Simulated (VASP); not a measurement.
TlAs2, 3 atoms in the cell. It takes space group Fm-3m (No. 225, cubic). The conventional cell has a = 6.517 Å, b = 6.517 Å, c = 6.517 Å, α = 90.00°, β = 90.00°, γ = 90.00°. Within 3.7 Å of Tl (site symmetry m-3m) lie 8 As at 2.82 Å. Within 3.7 Å of As (site symmetry -43m) lie 4 Tl at 2.82 Å and 6 As at 3.26 Å. 

* Program: VASP 6.6.1
* Task: relaxation of cell and atoms
* Functional: PBE
* Potentials or basis: VASP PAW PBE potentials, release 64 (Tl_d, As)
* Cutoff: 600 eV
* k mesh: 4 × 4 × 4
* Occupations: gaussian, width 0.1 eV
* Spin: no spin polarisation
* Dipole correction: no
* Further INCAR settings: ALGO = Fast; EDIFF = 1e-06; IBRION = 2; EDIFFG = -0.04; NSW = 90; ISIF = 3

Potentials or basis: VASP PAW PBE potentials, release 64 (Tl_d, As).

Command:

```sh
$ cat potpaw_PBE.64/Tl_d/POTCAR potpaw_PBE.64/As/POTCAR > POTCAR
$ mpirun -np 1 vasp_std > vasp.out
```

Hardware: 1 thread of Oxide Virtual Turin-like Processor, with other jobs on the host.

**Question.** How long does it take, and how much memory?

**Answer.** Run time: 81 s on 1 thread of Oxide Virtual Turin-like Processor (shared host), peak memory 0.21 GiB. Counts: scf iterations 33, k points 8, ion steps 3.
